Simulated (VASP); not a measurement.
# TiAl3 in VASP: further runs, part 2 of 2

VASP 6.6.1. Earlier steps stand in the parts before.

### Step 6. Single point, PBEsol

This run uses another cell than the first one, of 14.26 Å³/atom, 0.921 times its volume.

The input, INCAR:

```
PREC = Accurate
ENCUT = 520
EDIFF = 1E-6
ISMEAR = -1
SIGMA = 0.05
LREAL = False
LASPH = True
NELM = 80
ALGO = Normal
ISIF = 2
LWAVE = False
LCHARG = True
GGA = PS
LELF = True
LVHAR = True
NBANDS = 18
```

The input, KPOINTS:

```
regular mesh
0
Gamma
  7 7 7
```

The input, POSCAR:

```
TiAl3
1.0
    3.8491654943      0.0000000000      0.0000000000
    0.0000000000      3.8491654943      0.0000000000
    0.0000000000      0.0000000000      3.8491654943
Ti Al
1 3
Direct
    0.0000000000      0.0000000000      0.0000000000
    0.0000000000      0.5000000000      0.5000000000
    0.5000000000      0.0000000000      0.5000000000
    0.5000000000      0.5000000000      0.0000000000
```

Potentials or basis: VASP PAW PBE potentials, release 64 (Ti_sv, Al).

Launch:

```console
$ cat potpaw_PBE.64/Ti_sv/POTCAR potpaw_PBE.64/Al/POTCAR > POTCAR
$ mpirun -np 1 vasp_std > vasp.out
```

OUTCAR:

```text
PREC = Accurate
   ENCUT = 520
   EDIFF = 1E-6
   ISMEAR = -1
   LREAL = False
   LASPH = True
   NELM = 80
   ISIF = 2
   GGA = PS

 ion  position               nearest neighbor table
   1  0.000  0.000  0.000-   2 2.72   3 2.72   4 2.72   2 2.72   3 2.72   2 2.72   4 2.72   2 2.72
                             3 2.72   4 2.72   3 2.72   4 2.72
   2  0.000  0.500  0.500-   1 2.72   3 2.72   4 2.72   1 2.72   4 2.72   1 2.72   3 2.72   1 2.72
                             3 2.72   4 2.72   4 2.72   3 2.72
   3  0.500  0.000  0.500-   1 2.72   2 2.72   4 2.72   1 2.72   4 2.72   2 2.72   4 2.72   4 2.72
                             1 2.72   2 2.72   1 2.72   2 2.72
   4  0.500  0.500  0.000-   1 2.72   2 2.72   3 2.72   2 2.72   3 2.72   1 2.72   3 2.72   3 2.72
                             1 2.72   2 2.72   2 2.72   1 2.72

  LATTYP: Found a simple cubic cell.
 ALAT       =     3.8491654943

  Lattice vectors:

 A1 = (   3.8491654943,   0.0000000000,   0.0000000000)
 A2 = (   0.0000000000,   3.8491654943,   0.0000000000)
 A3 = (   0.0000000000,   0.0000000000,   3.8491654943)

Analysis of symmetry for initial positions (statically):
=====================================================================
 Subroutine PRICEL returns:
 Original cell was already a primitive cell.

 Routine SETGRP: Setting up the symmetry group for a
 simple cubic supercell.

 Subroutine GETGRP returns: Found 48 space group operations
 (whereof 48 operations were pure point group operations)
 out of a pool of 48 trial point group operations.

The static configuration has the point symmetry O_h .

Analysis of symmetry for dynamics (positions and initial velocities):
=====================================================================
 Subroutine PRICEL returns:
 Original cell was already a primitive cell.

 Routine SETGRP: Setting up the symmetry group for a
 simple cubic supercell.

 Subroutine GETGRP returns: Found 48 space group operations
 (whereof 48 operations were pure point group operations)
 out of a pool of 48 trial point group operations.

The dynamic configuration has the point symmetry O_h .

 Subroutine INISYM returns: Found 48 space group operations
 (whereof 48 operations are pure point group operations),
 and found     1 'primitive' translations

----------------------------------------------------------------------------------------

                                     Primitive cell

  volume of cell :      57.0295

  direct lattice vectors                    reciprocal lattice vectors
     3.849165494  0.000000000  0.000000000     0.259796572  0.000000000  0.000000000
     0.000000000  3.849165494  0.000000000     0.000000000  0.259796572  0.000000000
     0.000000000  0.000000000  3.849165494     0.000000000  0.000000000  0.259796572

  length of vectors
     3.849165494  3.849165494  3.849165494     0.259796572  0.259796572  0.259796572

  position of ions in fractional coordinates (direct lattice)
     0.000000000  0.000000000  0.000000000
     0.000000000  0.500000000  0.500000000
     0.500000000  0.000000000  0.500000000
     0.500000000  0.500000000  0.000000000

  ion indices of the primitive-cell ions
   primitive index   ion index
                 1           1
                 2           2
                 3           3
                 4           4

----------------------------------------------------------------------------------------

 KPOINTS: regular mesh

Automatic generation of k-mesh.
 Grid dimensions read from file:
 generate k-points for:    7    7    7

 Generating k-lattice:

  Cartesian coordinates                     Fractional coordinates (reciprocal lattice)
     0.037113796  0.000000000  0.000000000     0.142857143  0.000000000  0.000000000
     0.000000000  0.037113796  0.000000000     0.000000000  0.142857143  0.000000000
     0.000000000  0.000000000  0.037113796     0.000000000  0.000000000  0.142857143

  Length of vectors
     0.037113796  0.037113796  0.037113796

  Shift w.r.t. Gamma in fractional coordinates (k-lattice)
     0.000000000  0.000000000  0.000000000

 Subroutine IBZKPT returns following result:
 ===========================================

 Found     20 irreducible k-points:

 Following reciprocal coordinates:
            Coordinates               Weight
  0.000000  0.000000  0.000000      1.000000
  0.142857  0.000000  0.000000      6.000000
  0.285714  0.000000  0.000000      6.000000
  0.428571  0.000000  0.000000      6.000000
  0.142857  0.142857  0.000000     12.000000
  0.285714  0.142857  0.000000     24.000000
[... 12 lines left out ...]
  0.428571  0.428571  0.285714     24.000000
  0.428571  0.428571  0.428571      8.000000
   k-points           NKPTS =     20   k-points in BZ     NKDIM =     20   number of bands    NBANDS=     18
   number of dos      NEDOS =    301   number of ions     NIONS =      4
   total plane-waves  NPLWV =  27000
   dimension x,y,z NGX =    30 NGY =   30 NGZ =   30
   dimension x,y,z NGXF=    60 NGYF=   60 NGZF=   60
   ions per type =               1   3
   NGX,Y,Z   is equivalent  to a cutoff of  12.96, 12.96, 12.96 a.u.
   NGXF,Y,Z  is equivalent  to a cutoff of  25.91, 25.91, 25.91 a.u.
 SYSTEM =  unknown system
   PREC   = accura    normal or accurate (medium, high low for compatibility)
   ISTART =      0    job   : 0-new  1-cont  2-samecut
   ICHARG =      2    charge: 1-file 2-atom 10-const
   ISPIN  =      1    spin polarized calculation?
   LNONCOLLINEAR =      F non collinear calculations
   LSORBIT =      F    spin-orbit coupling
   LASPH  =      T    aspherical Exc in radial PAW
   ENCUT  =  520.0 eV  38.22 Ry    6.18 a.u.   7.16  7.16  7.16*2*pi/ulx,y,z
   NELM   =     80;   NELMIN=  2; NELMDL= -5     # of ELM steps
   EDIFF  = 0.1E-05   stopping-criterion for ELM
   LREAL  =      F    real-space projection
[... 7 lines left out ...]
   TEBEG  =    0.0;   TEEND  =   0.0 temperature during run
   PSTRESS=    0.0 pullay stress
   NELECT =      21.0000    total number of electrons
   NUPDOWN=      -1.0000    fix difference up-down
   EMIN   =  10.00;   EMAX   =-10.00  energy-range for DOS
   EFERMI =   0.00;   METHOD = LEGACY
   ISMEAR =    -1;   SIGMA  =   0.05  broadening in eV -4-tet -1-fermi 0-gaus
   EFERMI_NEDOS =   21; number of points for ismear=-14 and -15
   IALGO  =     38    algorithm
   IMIX   =      4    mixing-type and parameters
     AMIX     =   0.40;   BMIX     =  1.00
     AMIX_MAG =   1.60;   BMIX_MAG =  1.00
  volume/ion in A,a.u.               =      14.26        96.21
  Fermi-wavevector in a.u.,A,eV,Ry     =   1.173405  2.217414 18.733587  1.376880
  Thomas-Fermi vector in A             =   2.309819
   LORBIT       =      0    0 simple, 1 ext, 2 COOP (PROOUT), +10 PAW based schemes
   GGA     = PS    functional components
   LHFCALC =     F    Hartree Fock is set to
   AEXX    =    0.0000 exact exchange contribution
   IVDW    =     0    specifies the selected vdW correction
   LEPSILON=     F    determine dielectric tensor
   LRPA    =     F    only Hartree local field effects (RPA)
 non-spin polarized calculation
  energy-cutoff  :      520.00
  volume of cell :       57.03
 maximum number of plane-waves:      1551
 NGX is ok and might be reduce to    30

 number of electron      21.0000005 magnetization

 Free energy of the ion-electron system (eV)
  ---------------------------------------------------
  ext. energy  EPLUGINS =         0.00000000
  ---------------------------------------------------
  free energy    TOTEN  =       -21.99638799 eV

  energy without entropy =      -21.97459573  energy(sigma->0) =      -21.98549186

 E-fermi :  10.0392     XC(G=0): -11.2517

 val. band max:        9.8983653788   @ k =   0.1429   0.1429   0.0000
 cond. band min:      10.0674760107   @ k =   0.4286   0.2857   0.1429
 fundamental gap:      0.1691106319
 Fermi energy:        10.0391531887

 k-point     1 :       0.0000    0.0000    0.0000
  band No.  band energies     occupation
      1     -46.5574      2.00000
      2     -22.9899      2.00000
      3     -22.9899      2.00000
      4     -22.9899      2.00000
      5      -1.3513      2.00000
      6       6.6646      2.00000
[... 397 lines left out ...]
      5       3.4166      2.00000
      6       4.6155      2.00000
[... 10 lines left out ...]
     17      13.2437      0.00000
     18      20.4161      0.00000

------------------------ aborting loop because EDIFF is reached ----------------------------------------

  FORCE on cell =-STRESS in cart. coord.  units (eV):
  Direction    XX          YY          ZZ          XY          YZ          ZX
  --------------------------------------------------------------------------------------
  -------------------------------------------------------------------------------------
  Total        3.5661441      3.5661441      3.5661441      0.0000000      0.0000000     -0.0000000
  in kB      100.1866173    100.1866173    100.1866173      0.0000000      0.0000000     -0.0000000
  external PRESSURE =     100.1866173 kB  Pullay stress =       0.0000000 kB

 VOLUME and BASIS-vectors are now :
 -----------------------------------------------------------------------------
  energy-cutoff  :      520.00
  volume of cell :       57.03
      direct lattice vectors                 reciprocal lattice vectors
     3.849165494  0.000000000  0.000000000     0.259796572  0.000000000  0.000000000
     0.000000000  3.849165494  0.000000000     0.000000000  0.259796572  0.000000000
     0.000000000  0.000000000  3.849165494     0.000000000  0.000000000  0.259796572

 POSITION                                       TOTAL-FORCE (eV/Angst)
 -----------------------------------------------------------------------------------
      0.00000      0.00000      0.00000         0.000000      0.000000      0.000000
      0.00000      1.92458      1.92458         0.000000      0.000000      0.000000
      1.92458      0.00000      1.92458         0.000000      0.000000      0.000000
      1.92458      1.92458      0.00000         0.000000      0.000000      0.000000
 -----------------------------------------------------------------------------------
    total drift:                                0.000000     -0.000000      0.000000

  FREE ENERGIE OF THE ION-ELECTRON SYSTEM (eV)
  ---------------------------------------------------
  free  energy   TOTEN  =       -21.9963879887 eV

  energy  without entropy=      -21.9745957281  energy(sigma->0) =      -21.98549186
```

stdout:

```text
POSCAR found type information on POSCAR TiAl
 POSCAR found :  2 types and       4 ions
 scaLAPACK will be used
 -----------------------------------------------------------------------------
|                                                                             |
|                                                                             |
|     You enforced a specific xc type in the INCAR file but a different       |
|     I HOPE YOU KNOW WHAT YOU ARE DOING!                                     |
|                                                                             |
 -----------------------------------------------------------------------------

 LDA part: xc-table for (Slater+PW92), standard interpolation
 POSCAR, INCAR and KPOINTS ok, starting setup
 FFT: planning ... GRIDC
 FFT: planning ... GRID_SOFT
 FFT: planning ... GRID
 WAVECAR not read
 entering main loop
```

It took 18 s on 1 thread of Intel Xeon Platinum 8488C (Sapphire Rapids), shared host; peak memory 0.17 GiB.

Results:

```yaml
Free_energy: -21.9964 eV
Pressure: 10.0 GPa
```

Levels at points of the mesh, in eV from the Fermi level:
```
           k point  band 8  band 9  band 10  band 11  band 12  band 13
(0.00, 0.00, 0.00)   -2.31   -2.31    -2.31     0.06     0.06     0.06
```

Caveat: the PAW data sets were made with another functional, which shifts forces and pressure a little.

### Step 7. Overview

| cell | gap on the mesh (eV) | pressure (GPa) |
| --- | --- | --- |
| a = 3.956 Å, 4 atoms | none | -0.7 |
| a = 3.711 Å, 4 atoms | none | 30.2 |
| a = 3.773 Å, 4 atoms | none | 20.2 |
| a = 3.849 Å, 4 atoms | none | 10.0 |

Some of these runs hold the atoms at other places in the same cell, which the table doesn't show; runs alike in all that it shows share one row.

Alike in all rows: task single point; level PBEsol; potentials or basis VASP PAW PBE potentials, release 64 (Ti_sv, Al); no spin polarisation; k mesh 7 × 7 × 7; cutoff (eV) 520; smearing fermi-dirac 0.05 eV.

Caveats: the PAW data sets were made with another functional, which shifts forces and pressure a little.

Absolute energies hang on the potentials; compare differences alone.
